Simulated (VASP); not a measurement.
# HgTe in VASP: further runs

HgTe is run at these levels: PBE; tasks: single point.

Program: VASP 6.6.1. These are calculated values, not measurements. Logs are shortened: lines on timing, memory, paths and dates and some standing lists are left out, and cuts for length are marked.

## Step 1: The cell of the first run

The cell holds a slab with vacuum, 6 atoms: a = 4.702 Å, b = 4.702 Å, c = 23.638 Å, α = 90.00°, β = 90.00°, γ = 120.00°.

## Step 2: Single point, PBE

Contents of INCAR:

```
SYSTEM = HgTe
PREC = Accurate ; ENCUT = 520
EDIFF = 1E-7 ; ISMEAR = 0
SIGMA = 0.1 ; LREAL = .False.
LASPH = .True. ; NELM = 100
ALGO = Normal ; ISIF = 2
LWAVE = .False. ; LCHARG = .True.
LDIPOL = .True. ; IDIPOL = 3
DIPOL = 0.5 0.5 0.500 ; GGA = PE
LELF = .True. ; LVHAR = .True.
LVACPOTAV = .True. ; NBANDS = 36
```

Contents of KPOINTS:

```
regular mesh
0
Gamma
  9 9 1
  0 0 0
```

Contents of POSCAR:

```
HgTe
1.0
    4.7019745438      0.0000000000      0.0000000000
   -2.3509872719      4.0720294029      0.0000000000
    0.0000000000      0.0000000000     23.6380788119
Te Hg
3 3
Direct
    0.0000000000      0.0000000000      0.3172846685
    0.3333333333      0.6666666667      0.4796982965
    0.6666666667      0.3333333333      0.6421119245
    0.3333333333      0.6666666667      0.3578880755
    0.6666666667      0.3333333333      0.5203017035
    0.0000000000      0.0000000000      0.6827153315
```

Potentials or basis: VASP PAW PBE potentials, release 64 (Te, Hg).

Started as:

```
> cat potpaw_PBE.64/Te/POTCAR potpaw_PBE.64/Hg/POTCAR > POTCAR
> mpirun -np 1 vasp_std > vasp.out
```

OUTCAR:

```text
SYSTEM = HgTe
   PREC = Accurate
   ENCUT = 520
   EDIFF = 1E-7
   ISMEAR = 0
   LREAL = .False.
   LASPH = .True.
   NELM = 100
   ISIF = 2
   GGA = PE

 ion  position               nearest neighbor table
   1  0.000  0.000  0.317-   4 2.88   4 2.88   4 2.88
   2  0.333  0.667  0.480-   5 2.88   5 2.88   4 2.88   5 2.88
   3  0.667  0.333  0.642-   6 2.88   5 2.88   6 2.88   6 2.88
   4  0.333  0.667  0.358-   1 2.88   2 2.88   1 2.88   1 2.88
   5  0.667  0.333  0.520-   2 2.88   2 2.88   3 2.88   2 2.88
   6  0.000  0.000  0.683-   3 2.88   3 2.88   3 2.88

  LATTYP: Found a hexagonal cell.
 ALAT       =     4.7019745438
 C/A-ratio  =     5.0272664370

  Lattice vectors:

 A1 = (   4.7019745438,   0.0000000000,   0.0000000000)
 A2 = (  -2.3509872719,   4.0720294029,   0.0000000000)
 A3 = (   0.0000000000,   0.0000000000,  23.6380788119)

Analysis of symmetry for initial positions (statically):
=====================================================================
 Subroutine PRICEL returns:
 Original cell was already a primitive cell.

 Routine SETGRP: Setting up the symmetry group for a
 hexagonal supercell.

 Subroutine GETGRP returns: Found  6 space group operations
 (whereof  6 operations were pure point group operations)
 out of a pool of 24 trial point group operations.

The static configuration has the point symmetry C_3v.

Analysis of symmetry for dynamics (positions and initial velocities):
=====================================================================
 Subroutine PRICEL returns:
 Original cell was already a primitive cell.

 Routine SETGRP: Setting up the symmetry group for a
 hexagonal supercell.

 Subroutine GETGRP returns: Found  6 space group operations
 (whereof  6 operations were pure point group operations)
 out of a pool of 24 trial point group operations.

The dynamic configuration has the point symmetry C_3v.

 Subroutine INISYM returns: Found  6 space group operations
 (whereof  6 operations are pure point group operations),
 and found     1 'primitive' translations

----------------------------------------------------------------------------------------

                                     Primitive cell

  volume of cell :     452.5883

  direct lattice vectors                    reciprocal lattice vectors
     4.701974544  0.000000000  0.000000000     0.212676609  0.122788897  0.000000000
    -2.350987272  4.072029403  0.000000000     0.000000000  0.245577795  0.000000000
[... 87 lines left out ...]
   ISYM   =      2    0-nonsym 1-usesym 2-fastsym
   POTIM  = 0.5000    time-step for ionic-motion
   TEBEG  =    0.0;   TEEND  =   0.0 temperature during run
   PSTRESS=    0.0 pullay stress
   NELECT =      54.0000    total number of electrons
   NUPDOWN=      -1.0000    fix difference up-down
   EMIN   =  10.00;   EMAX   =-10.00  energy-range for DOS
   EFERMI =   0.00;   METHOD = LEGACY
   ISMEAR =     0;   SIGMA  =   0.10  broadening in eV -4-tet -1-fermi 0-gaus
   EFERMI_NEDOS =   21; number of points for ismear=-14 and -15
   IALGO  =     38    algorithm
   IMIX   =      4    mixing-type and parameters
     AMIX     =   0.40;   BMIX     =  1.00
     AMIX_MAG =   1.60;   BMIX_MAG =  1.00
  volume/ion in A,a.u.               =      75.43       509.04
  Fermi-wavevector in a.u.,A,eV,Ry     =   0.805944  1.523014  8.837610  0.649546
  Thomas-Fermi vector in A             =   1.914284
   LORBIT       =      0    0 simple, 1 ext, 2 COOP (PROOUT), +10 PAW based schemes
   GGA     = PE    functional components
   LHFCALC =     F    Hartree Fock is set to
   AEXX    =    0.0000 exact exchange contribution
   IVDW    =     0    specifies the selected vdW correction
   LEPSILON=     F    determine dielectric tensor
   LRPA    =     F    only Hartree local field effects (RPA)
 non-spin polarized calculation
 Gauss-broadening in eV      SIGMA  =   0.10
  energy-cutoff  :      520.00
  volume of cell :      452.59
 maximum number of plane-waves:     12212
 NGX is ok and might be reduce to    36
   NGX = 17   NGY = 17   NGZ = 87

 dipolmoment           0.000000      0.000000      0.073767 electrons x Angstroem

 number of electron      54.0000000 magnetization

 dipolmoment           0.000000      0.000000     -0.221465 electrons x Angstroem

 Free energy of the ion-electron system (eV)
  ---------------------------------------------------
  ext. energy  EPLUGINS =         0.00000000
  ---------------------------------------------------
  free energy    TOTEN  =       -10.01162504 eV

  energy without entropy =       -9.99678054  energy(sigma->0) =      -10.00420279

 E-fermi :  -1.1247     XC(G=0):  -4.5680

 val. band max:       -1.2467729837   @ k =   0.0000   0.0000   0.0000
 cond. band min:      -1.1127013402   @ k =   0.1111  -0.0000   0.0000
 fundamental gap:      0.1340716435
 Fermi energy:        -1.1247184862

 k-point     1 :       0.0000    0.0000    0.0000
  band No.  band energies     occupation
      1     -13.1927      2.00000
      2     -12.5887      2.00000
      3     -11.6124      2.00000
      4      -8.7171      2.00000
      5      -8.7171      2.00000
      6      -8.5198      2.00000
[... 457 lines left out ...]
     35       3.9426      0.00000
     36       4.4104      0.00000

------------------------ aborting loop because EDIFF is reached ----------------------------------------

  FORCE on cell =-STRESS in cart. coord.  units (eV):
  Direction    XX          YY          ZZ          XY          YZ          ZX
  --------------------------------------------------------------------------------------
  -------------------------------------------------------------------------------------
  Total       -0.9852175     -0.9852175      0.9386410      0.0000000      0.0000000     -0.0000000
  in kB       -3.4877018     -3.4877018      3.3228196      0.0000000      0.0000000     -0.0000000
  external PRESSURE =      -1.2175280 kB  Pullay stress =       0.0000000 kB

 VOLUME and BASIS-vectors are now :
 -----------------------------------------------------------------------------
  energy-cutoff  :      520.00
  volume of cell :      452.59
      direct lattice vectors                 reciprocal lattice vectors
     4.701974544  0.000000000  0.000000000     0.212676609  0.122788897  0.000000000
    -2.350987272  4.072029403  0.000000000     0.000000000  0.245577795  0.000000000
     0.000000000  0.000000000 23.638078812     0.000000000  0.000000000  0.042304622

 POSITION                                       TOTAL-FORCE (eV/Angst)
 -----------------------------------------------------------------------------------
      0.00000      0.00000      7.50000        -0.000000      0.000000      0.183556
     -0.00000      2.71469     11.33915         0.000000      0.000000      0.451670
      2.35099      1.35734     15.17829        -0.000000      0.000000      0.784783
     -0.00000      2.71469      8.45979         0.000000     -0.000000     -0.495478
      2.35099      1.35734     12.29893         0.000000     -0.000000     -0.438177
      0.00000      0.00000     16.13808         0.000000     -0.000000     -0.486353
 -----------------------------------------------------------------------------------
    total drift:                               -0.000000      0.000000      0.000394

  FREE ENERGIE OF THE ION-ELECTRON SYSTEM (eV)
  ---------------------------------------------------
  free  energy   TOTEN  =       -10.0116250444 eV

  energy  without entropy=       -9.9967805398  energy(sigma->0) =      -10.00420279

 vacuum level on the upper side and lower side of the slab         2.398         4.491
```

stdout:

```text
POSCAR found type information on POSCAR TeHg
 POSCAR found :  2 types and       6 ions
 scaLAPACK will be used
 LDA part: xc-table for (Slater+PW92), standard interpolation
 POSCAR, INCAR and KPOINTS ok, starting setup
 FFT: planning ... GRIDC
 FFT: planning ... GRID_SOFT
 FFT: planning ... GRID
 WAVECAR not read
 entering main loop
 -----------------------------------------------------------------------------
|                                                                             |
|           W    W    AA    RRRRR   N    N  II  N    N   GGGG   !!!           |
|           W    W   A  A   R    R  NN   N  II  NN   N  G    G  !!!           |
|           W    W  A    A  R    R  N N  N  II  N N  N  G       !!!           |
|           W WW W  AAAAAA  RRRRR   N  N N  II  N  N N  G  GGG   !            |
|           WW  WW  A    A  R   R   N   NN  II  N   NN  G    G                |
|           W    W  A    A  R    R  N    N  II  N    N   GGGG   !!!           |
|                                                                             |
|     Did not find any points to average over, which means that no vacuum     |
|     field-free region was found. Please increase the size of  your cell     |
|     in the dimension of the dipole correction to obtain accurate            |
|     workfunction values.                                                    |
|                                                                             |
 -----------------------------------------------------------------------------
```

It took 17 min on 1 thread of Intel Xeon 8259CL, shared host; peak memory 0.62 GiB.

Results:

| Property | Result |
| --- | --- |
| Free energy | -10.0116 eV |
| Largest force | 0.785 eV/Å |
| Band gap on the k mesh | zero (bands 27 and 28 overlap by 0.13 eV) |

Forces in eV/Å, atoms in the order of the input:
```
Te   0.000  0.000  0.184
Te   0.000  0.000  0.452
Te   0.000  0.000  0.785
Hg   0.000  0.000 -0.495
Hg   0.000  0.000 -0.438
Hg   0.000  0.000 -0.486
```

Caveat: spin-orbit coupling is left out, which moves the levels of the heavy elements.

## Step 3: Single point, PBE

Contents of INCAR:

```
SYSTEM = HgTe
ALGO = Normal
DIPOL = 0.5 0.5 0.500
EDIFF = 1E-7
ENCUT = 520
GGA = PE
IDIPOL = 3
ISIF = 2
ISMEAR = 0
LASPH = .True.
LCHARG = .False.
LDIPOL = .True.
LREAL = .False.
LWAVE = .False.
NBANDS = 36
NELM = 100
PREC = Accurate
SIGMA = 0.1
```

Contents of KPOINTS:

```
k-points
0
Gamma
  9 9 1
  0 0 0
```

Contents of POSCAR:

```
HgTe
1.0
    4.7019745438      0.0000000000      0.0000000000
   -2.3509872719      4.0720294029      0.0000000000
    0.0000000000      0.0000000000     23.6380788119
Te Hg
3 3
Direct
    0.0000000000      0.0000000000      0.3185552014
    0.3333333333      0.6666666667      0.4851788758
    0.6666666667      0.3333333333      0.6533683231
    0.3333333333      0.6666666667      0.3521294956
    0.6666666667      0.3333333333      0.5179374724
    0.0000000000      0.0000000000      0.6728306317
```

Potentials or basis: VASP PAW PBE potentials, release 64 (Te, Hg).

Started as:

```
> cat potpaw_PBE.64/Te/POTCAR potpaw_PBE.64/Hg/POTCAR > POTCAR
> mpirun -np 1 vasp_std > vasp.out
```

Wall time 11 min (1 thread of Intel Xeon 8259CL, shared host); peak memory 0.61 GiB.

Results (log left out):

```
Free energy            : -10.2479 eV
Largest force          : 0.012 eV/Å
Band gap on the k mesh : zero (bands 27 and 28 overlap by 0.16 eV)
```

Forces in eV/Å, atoms in the order of the input:
```
Te   0.000  0.000 -0.012
Te   0.000  0.000 -0.005
Te   0.000  0.000 -0.003
Hg   0.000  0.000  0.005
Hg   0.000  0.000  0.004
Hg   0.000  0.000  0.011
```

Levels at points of the mesh, in eV from the Fermi level:
```csv
k point,band 24,band 25,band 26,band 27,band 28,band 29,band 30,band 31
"(0.00, 0.00, 0.00)",-0.80,-0.56,-0.56,0.16,0.16,0.20,0.66,2.73
```

Caveat: spin-orbit coupling is left out, which moves the levels of the heavy elements.

The gap in the log of VASP goes by the Fermi energy; the results here count the filled bands.